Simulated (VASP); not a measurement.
Input of a VASP 6.6.1 run:

File INCAR:

```
SYSTEM = GdTl
ALGO = Normal
EDIFF = 1E-7
ENCUT = 520
GGA = PS
ISIF = 2
ISMEAR = -1
ISPIN = 2
LASPH = .True.
LCHARG = .False.
LMAXMIX = 6
LORBIT = 11
LREAL = .False.
LWAVE = .False.
MAGMOM = 7 0
NBANDS = 26
NELM = 150
PREC = Accurate
SIGMA = 0.15
```

The input KPOINTS:

```
k-points
0
Gamma
  8 8 8
  0 0 0
```

POSCAR

```
GdTl
1.0
    3.8388209824      0.0000000000      0.0000000000
    0.0000000000      3.8388209824      0.0000000000
    0.0000000000      0.0000000000      3.8388209824
Gd Tl
1 1
Direct
    0.0000000000      0.0000000000      0.0000000000
    0.5000000000      0.5000000000      0.5000000000
```

Potentials or basis: VASP PAW PBE potentials, release 64 (Gd, Tl_d).

Command:

```bash
$ cat potpaw_PBE.64/Gd/POTCAR potpaw_PBE.64/Tl_d/POTCAR > POTCAR
$ mpirun -np 1 vasp_std > vasp.out
```

What does it give for the net moment?

7.19 μB per cell.

Predict the site moments.

Gd +6.79; Tl -0.02 μB.

 The state reached can hang on the start; a lower one may exist.
